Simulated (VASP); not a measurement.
# BeTe (F-43m) in VASP: further runs

The runs below take BeTe through single point, with PBE, LDA, PBEsol.

All numbers are computed with VASP 6.6.1; they aren't measurements. Logs are shortened: lines on timing, memory, paths and dates and some standing lists are left out, and cuts for length are marked.

### 1 The cell of the first run

The structure is cubic, space group F-43m (No. 216). The conventional cell has a = 5.657 Å, b = 5.657 Å, c = 5.657 Å, α = 90.00°, β = 90.00°, γ = 90.00°. Within 3.2 Å of Be (site symmetry -43m) lie 4 Te at 2.45 Å. Te (site symmetry -43m) has 4 Be at 2.45 Å within 3.2 Å.

### 2 Single point, PBE

File INCAR:

```
ALGO = Normal
EDIFF = 1E-7
ENCUT = 520
GGA = PE
ISIF = 2
ISMEAR = -1
LASPH = True
LCHARG = False
LREAL = False
LWAVE = False
NBANDS = 11
NELM = 60
PREC = Accurate
SIGMA = 0.02
```

File KPOINTS:

```
k-points
0
Gamma
  8 8 8
```

File POSCAR:

```
BeTe
1.0
    0.0000000000      2.8286228811      2.8286228811
    2.8286228811      0.0000000000      2.8286228811
    2.8286228811      2.8286228811      0.0000000000
Be Te
1 1
Direct
    0.0000000000      0.0000000000      0.0000000000
    0.2500000000      0.2500000000      0.2500000000
```

Potentials or basis: VASP PAW PBE potentials, release 64 (Be, Te).

Started as:

```
$ cat potpaw_PBE.64/Be/POTCAR potpaw_PBE.64/Te/POTCAR > POTCAR
$ mpirun -np 1 vasp_std > vasp.out
```

OUTCAR:

```text
EDIFF = 1E-7
   ENCUT = 520
   GGA = PE
   ISIF = 2
   ISMEAR = -1
   LASPH = True
   LREAL = False
   NELM = 60
   PREC = Accurate

 ion  position               nearest neighbor table
   1  0.000  0.000  0.000-   2 2.45   2 2.45   2 2.45   2 2.45
   2  0.250  0.250  0.250-   1 2.45   1 2.45   1 2.45   1 2.45

  LATTYP: Found a face centered cubic cell.
 ALAT       =     5.6572457622

  Lattice vectors:

 A1 = (   0.0000000000,   2.8286228811,   2.8286228811)
 A2 = (   2.8286228811,   0.0000000000,   2.8286228811)
 A3 = (   2.8286228811,   2.8286228811,   0.0000000000)

Analysis of symmetry for initial positions (statically):
=====================================================================
 Subroutine PRICEL returns:
 Original cell was already a primitive cell.

 Routine SETGRP: Setting up the symmetry group for a
 face centered cubic supercell.

 Subroutine GETGRP returns: Found 24 space group operations
 (whereof 24 operations were pure point group operations)
 out of a pool of 48 trial point group operations.

The static configuration has the point symmetry T_d .

Analysis of symmetry for dynamics (positions and initial velocities):
=====================================================================
 Subroutine PRICEL returns:
 Original cell was already a primitive cell.

 Routine SETGRP: Setting up the symmetry group for a
 face centered cubic supercell.

 Subroutine GETGRP returns: Found 24 space group operations
 (whereof 24 operations were pure point group operations)
 out of a pool of 48 trial point group operations.

The dynamic configuration has the point symmetry T_d .

 Subroutine INISYM returns: Found 24 space group operations
 (whereof 24 operations are pure point group operations),
 and found     1 'primitive' translations

----------------------------------------------------------------------------------------

                                     Primitive cell

  volume of cell :      45.2642

  direct lattice vectors                    reciprocal lattice vectors
     0.000000000  2.828622881  2.828622881    -0.176764461  0.176764461  0.176764461
     2.828622881  0.000000000  2.828622881     0.176764461 -0.176764461  0.176764461
     2.828622881  2.828622881  0.000000000     0.176764461  0.176764461 -0.176764461

  length of vectors
     4.000276841  4.000276841  4.000276841     0.306165028  0.306165028  0.306165028

  position of ions in fractional coordinates (direct lattice)
     0.000000000  0.000000000  0.000000000
     0.250000000  0.250000000  0.250000000

  ion indices of the primitive-cell ions
   primitive index   ion index
                 1           1
                 2           2

----------------------------------------------------------------------------------------

 KPOINTS: k-points

Automatic generation of k-mesh.
 Grid dimensions read from file:
 generate k-points for:    8    8    8

 Generating k-lattice:

  Cartesian coordinates                     Fractional coordinates (reciprocal lattice)
    -0.022095558  0.022095558  0.022095558     0.125000000  0.000000000  0.000000000
     0.022095558 -0.022095558  0.022095558     0.000000000  0.125000000  0.000000000
     0.022095558  0.022095558 -0.022095558     0.000000000  0.000000000  0.125000000

  Length of vectors
     0.038270629  0.038270629  0.038270629

  Shift w.r.t. Gamma in fractional coordinates (k-lattice)
     0.000000000  0.000000000  0.000000000

 Subroutine IBZKPT returns following result:
 ===========================================

 Found     29 irreducible k-points:

 Following reciprocal coordinates:
            Coordinates               Weight
  0.000000  0.000000  0.000000      1.000000
  0.125000  0.000000  0.000000      8.000000
  0.250000  0.000000  0.000000      8.000000
  0.375000  0.000000  0.000000      8.000000
  0.500000  0.000000  0.000000      4.000000
  0.125000  0.125000  0.000000      6.000000
[... 16 lines left out ...]
  0.500000  0.250000  0.125000     48.000000
 -0.375000  0.250000  0.125000     24.000000
 [... further k-points ...]
   k-points           NKPTS =     29   k-points in BZ     NKDIM =     29   number of bands    NBANDS=     11
   number of dos      NEDOS =    301   number of ions     NIONS =      2
   total plane-waves  NPLWV =  27000
   dimension x,y,z NGX =    30 NGY =   30 NGZ =   30
   dimension x,y,z NGXF=    60 NGYF=   60 NGZF=   60
   ions per type =               1   1
   NGX,Y,Z   is equivalent  to a cutoff of  12.47, 12.47, 12.47 a.u.
   NGXF,Y,Z  is equivalent  to a cutoff of  24.94, 24.94, 24.94 a.u.
 SYSTEM =  unknown system
   PREC   = accura    normal or accurate (medium, high low for compatibility)
   ISTART =      0    job   : 0-new  1-cont  2-samecut
   ICHARG =      2    charge: 1-file 2-atom 10-const
   ISPIN  =      1    spin polarized calculation?
   LNONCOLLINEAR =      F non collinear calculations
   LSORBIT =      F    spin-orbit coupling
   LASPH  =      T    aspherical Exc in radial PAW
   ENCUT  =  520.0 eV  38.22 Ry    6.18 a.u.   7.44  7.44  7.44*2*pi/ulx,y,z
   NELM   =     60;   NELMIN=  2; NELMDL= -5     # of ELM steps
   EDIFF  = 0.1E-06   stopping-criterion for ELM
   LREAL  =      F    real-space projection
   EDIFFG = 0.1E-05   stopping-criterion for IOM
   NSW    =      0    number of steps for IOM
   IBRION =     -1    ionic relax: 0-MD 1-quasi-New 2-CG
   NFREE  =      0    steps in history (QN), initial steepest desc. (CG)
   ISIF   =      2    stress and relaxation
   ISYM   =      2    0-nonsym 1-usesym 2-fastsym
   POTIM  = 0.5000    time-step for ionic-motion
   TEBEG  =    0.0;   TEEND  =   0.0 temperature during run
   PSTRESS=    0.0 pullay stress
   NELECT =       8.0000    total number of electrons
   NUPDOWN=      -1.0000    fix difference up-down
   EMIN   =  10.00;   EMAX   =-10.00  energy-range for DOS
   EFERMI =   0.00;   METHOD = LEGACY
   ISMEAR =    -1;   SIGMA  =   0.02  broadening in eV -4-tet -1-fermi 0-gaus
   EFERMI_NEDOS =   21; number of points for ismear=-14 and -15
   IALGO  =     38    algorithm
   IMIX   =      4    mixing-type and parameters
     AMIX     =   0.40;   BMIX     =  1.00
     AMIX_MAG =   1.60;   BMIX_MAG =  1.00
  volume/ion in A,a.u.               =      22.63       152.73
  Fermi-wavevector in a.u.,A,eV,Ry     =   0.918727  1.736142 11.484122  0.844059
  Thomas-Fermi vector in A             =   2.043841
   LORBIT       =      0    0 simple, 1 ext, 2 COOP (PROOUT), +10 PAW based schemes
   GGA     = PE    functional components
   LHFCALC =     F    Hartree Fock is set to
   AEXX    =    0.0000 exact exchange contribution
   IVDW    =     0    specifies the selected vdW correction
   LEPSILON=     F    determine dielectric tensor
   LRPA    =     F    only Hartree local field effects (RPA)
 non-spin polarized calculation
  energy-cutoff  :      520.00
  volume of cell :       45.26
 maximum number of plane-waves:      1243
 NGX is ok and might be reduce to    30
   NGX = 15   NGY = 15   NGZ = 15

 number of electron       8.0000000 magnetization

 Free energy of the ion-electron system (eV)
  ---------------------------------------------------
  ext. energy  EPLUGINS =         0.00000000
  ---------------------------------------------------
  free energy    TOTEN  =        -7.62422779 eV

  energy without entropy =       -7.62422779  energy(sigma->0) =       -7.62422779

 E-fermi :   5.3365     XC(G=0):  -9.0030

 val. band max:        4.9469592223   @ k =   0.0000   0.0000   0.0000
 cond. band min:       6.9531962621   @ k =   0.5000   0.5000   0.0000
 fundamental gap:      2.0062370399
 Fermi energy:         5.3365007667

 k-point     1 :       0.0000    0.0000    0.0000
  band No.  band energies     occupation
      1      -7.2623      2.00000
      2       4.9470      2.00000
      3       4.9470      2.00000
      4       4.9470      2.00000
      5       8.5677      0.00000
      6       8.5677      0.00000
      7       8.5677      0.00000
      8       8.6706      0.00000
      9      13.2436      0.00000
     10      15.1636      0.00000
     11      15.1636      0.00000

 k-point     2 :       0.1250    0.0000    0.0000
  band No.  band energies     occupation
      1      -7.1176      2.00000
      2       3.6497      2.00000
      3       4.7175      2.00000
      4       4.7175      2.00000
      5       8.4620      0.00000
      6       8.9045      0.00000
      7       8.9045      0.00000
      8       9.9779      0.00000
      9      13.6692      0.00000
     10      14.2522      0.00000
     11      14.2522      0.00000

 k-point     3 :       0.2500    0.0000    0.0000
  band No.  band energies     occupation
      1      -6.7188      2.00000
      2       1.6737      2.00000
      3       4.2876      2.00000
      4       4.2876      2.00000
      5       8.2309      0.00000
      6       9.4293      0.00000
      7       9.4293      0.00000
      8      11.9088      0.00000
      9      13.9763      0.00000
     10      13.9763      0.00000
     11      13.9849      0.00000

 k-point     4 :       0.3750    0.0000    0.0000
  band No.  band energies     occupation
      1      -6.2135      2.00000
      2       0.1160      2.00000
      3       3.9559      2.00000
      4       3.9559      2.00000
      5       8.0512      0.00000
      6       9.5690      0.00000
      7       9.5690      0.00000
      8      12.7922      0.00000
      9      14.6491      0.00000
     10      15.0004      0.00000
     11      15.0004      0.00000
[... 239 lines left out ...]
 k-point    22 :       0.3750    0.2500    0.1250
  band No.  band energies     occupation
      1      -6.3896      2.00000
      2       1.4195      2.00000
      3       2.7411      2.00000
      4       3.7444      2.00000
      5       8.5460      0.00000
      6       9.7494      0.00000
      7      10.3469      0.00000
      8      11.1981      0.00000
      9      13.9545      0.00000
     10      15.4760      0.00000
     11      16.0141      0.00000

 k-point    23 :       0.5000    0.2500    0.1250
  band No.  band energies     occupation
      1      -5.9417      2.00000
      2       0.3875      2.00000
      3       2.2092      2.00000
      4       3.2986      2.00000
      5       8.9799      0.00000
      6       9.6201      0.00000
      7      10.8417      0.00000
      8      11.8305      0.00000
      9      14.7578      0.00000
     10      15.2207      0.00000
     11      17.1391      0.00000

 k-point    24 :      -0.3750    0.2500    0.1250
  band No.  band energies     occupation
      1      -5.7170      2.00000
      2      -0.0951      2.00000
      3       2.0991      2.00000
      4       3.0807      2.00000
      5       9.1323      0.00000
      6       9.3381      0.00000
      7      11.5717      0.00000
      8      12.6547      0.00000
      9      13.4281      0.00000
     10      16.4757      0.00000
     11      16.8144      0.00000

 [... further k-points ...]

------------------------ aborting loop because EDIFF is reached ----------------------------------------

  FORCE on cell =-STRESS in cart. coord.  units (eV):
  Direction    XX          YY          ZZ          XY          YZ          ZX
  --------------------------------------------------------------------------------------
  -------------------------------------------------------------------------------------
  Total        0.0953938      0.0953938      0.0953938      0.0000000      0.0000000      0.0000000
  in kB        3.3765679      3.3765679      3.3765679      0.0000000      0.0000000      0.0000000
  external PRESSURE =       3.3765679 kB  Pullay stress =       0.0000000 kB

 VOLUME and BASIS-vectors are now :
 -----------------------------------------------------------------------------
  energy-cutoff  :      520.00
  volume of cell :       45.26
      direct lattice vectors                 reciprocal lattice vectors
     0.000000000  2.828622881  2.828622881    -0.176764461  0.176764461  0.176764461
     2.828622881  0.000000000  2.828622881     0.176764461 -0.176764461  0.176764461
     2.828622881  2.828622881  0.000000000     0.176764461  0.176764461 -0.176764461

 POSITION                                       TOTAL-FORCE (eV/Angst)
 -----------------------------------------------------------------------------------
      0.00000      0.00000      0.00000        -0.000000      0.000000     -0.000000
      1.41431      1.41431      1.41431         0.000000     -0.000000      0.000000
 -----------------------------------------------------------------------------------
    total drift:                                0.000000      0.000000      0.000000

  FREE ENERGIE OF THE ION-ELECTRON SYSTEM (eV)
  ---------------------------------------------------
  free  energy   TOTEN  =        -7.6242277941 eV

  energy  without entropy=       -7.6242277941  energy(sigma->0) =       -7.62422779
```

Run time: 12 s. Hardware: 1 thread of Intel Xeon Platinum 8488C (Sapphire Rapids), shared host; peak memory 0.17 GiB.

Results:

| Property | Result |
| --- | --- |
| Free energy | -7.6242 eV |
| Pressure | 0.3 GPa |
| Band gap on the k mesh | 2.01 eV, indirect (least direct gap 3.62 eV) |

Levels at points of the mesh, in eV from the valence-band top:
```tsv
k point	band 2	band 3	band 4	band 5	band 6	band 7
(0.00, 0.00, 0.00)	0.00	0.00	0.00	3.62	3.62	3.62
(0.50, 0.00, 0.00)	-5.46	-1.11	-1.11	3.04	4.60	4.60
(0.50, 0.50, 0.00)	-5.04	-2.59	-2.59	2.01	2.68	9.62
```

Caveat: spin-orbit coupling is left out, which moves the levels of the heavy elements.

### 3 Single point, LDA

File INCAR:

```
  PREC = Accurate
  ENCUT = 520
  EDIFF = 1E-6
  ISMEAR = 0
  SIGMA = 0.01
  LREAL = False
  LASPH = True
  NELM = 80
  ALGO = Normal
  ISIF = 2
  LWAVE = False
  LCHARG = True
  GGA = CA
  LELF = True
  LVHAR = True
  NBANDS = 11
```

File KPOINTS:

```
regular mesh
0
Gamma
  8 8 8
```

POSCAR is that of step 2.

Potentials or basis: VASP PAW LDA potentials, release 64 (Be, Te).

Started as:

```
$ cat potpaw_LDA.64/Be/POTCAR potpaw_LDA.64/Te/POTCAR > POTCAR
$ mpirun -np 1 vasp_std > vasp.out
```

It took 13 s on 1 thread of Intel Xeon Platinum 8488C (Sapphire Rapids), shared host; peak memory 0.15 GiB.

The run converged. Its results:

```
Free energy            : -8.7054 eV
Pressure               : -2.9 GPa
Band gap on the k mesh : 1.90 eV, indirect (least direct gap 3.59 eV)
```

Levels at points of the mesh, in eV from the valence-band top:
| k point | band 2 | band 3 | band 4 | band 5 | band 6 | band 7 |
| --- | --- | --- | --- | --- | --- | --- |
| (0.00, 0.00, 0.00) | 0.00 | 0.00 | 0.00 | 3.59 | 3.59 | 3.59 |
| (0.50, 0.00, 0.00) | -5.45 | -1.11 | -1.11 | 3.01 | 4.56 | 4.56 |
| (0.50, 0.50, 0.00) | -5.01 | -2.60 | -2.60 | 1.90 | 2.66 | 9.51 |

Caveat: spin-orbit coupling is left out, which moves the levels of the heavy elements.

(Part 1 of 2 ends here.)
